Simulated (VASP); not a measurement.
Write the native input for VASP 6.6.1 that does the following.

- Task: single point
- Functional: PBE
- Potentials or basis: VASP PAW PBE potentials, release 64 (In_d, H, F)
- Cutoff: 600 eV
- k mesh: 5 × 5 × 5
- Occupations: gaussian, width 0.15 eV
- Spin: no spin polarisation
- Dipole correction: no
- Further INCAR settings: ALGO = Normal; EDIFF = 1e-06; NBANDS = 27

The structure of InH2F3 lies in POSCAR:

```
InH2F3
1.0
   -1.5355648012      1.5355648012      7.7980791173
    1.5355648012     -1.5355648012      7.7980791173
    1.5355648012      1.5355648012     -7.7980791173
In H F
1 2 3
Direct
    0.0000000000      0.0000000000      0.0000000000
    0.2511248257      0.2511248257      0.0000000000
    0.7488751743      0.7488751743      0.0000000000
    0.2500000000      0.7500000000      0.5000000000
    0.6018957297      0.1018957297      0.5000000000
    0.8981042703      0.3981042703      0.5000000000
```

The cell was built from a structure type or drawn by symmetry, and may not be a known phase.

One way to write it, as run:

INCAR

```
SYSTEM = InH2F3
  ALGO = Normal
  EDIFF = 1E-6
  ENCUT = 600
  GGA = PE
  GGA_COMPAT = .FALSE.
  ISIF = 2
  ISMEAR = 0
  LASPH = .TRUE.
  LCHARG = .FALSE.
  LREAL = .FALSE.
  LWAVE = .FALSE.
  NBANDS = 27
  NELM = 120
  PREC = Accurate
  SIGMA = 0.15
```

KPOINTS

```
k-points
0
G
  5 5 5
  0 0 0
```

Potentials or basis: VASP PAW PBE potentials, release 64 (In_d, H, F).

Command:

```sh
$ cat potpaw_PBE.64/In_d/POTCAR potpaw_PBE.64/H/POTCAR potpaw_PBE.64/F/POTCAR > POTCAR
$ mpirun -np 1 vasp_std > vasp.out
```

Results of the run:

The pressure is -0.2 GPa and the largest force is 0.030 eV/Å. The band gap on the k mesh is zero (bands 18 and 19 overlap by 2.98 eV).

Caveat: the k points lie up to 0.42 Å⁻¹ apart, too coarse for converged energies and pressures of a metal; spin-orbit coupling is left out, which moves the levels of the heavy elements.

It took 8 min on 1 thread of Intel(R) Xeon(R) Platinum 8259CL CPU @ 2.50GHz (Skylake/Cascade Lake) (shared host), peak memory 0.64 GiB.
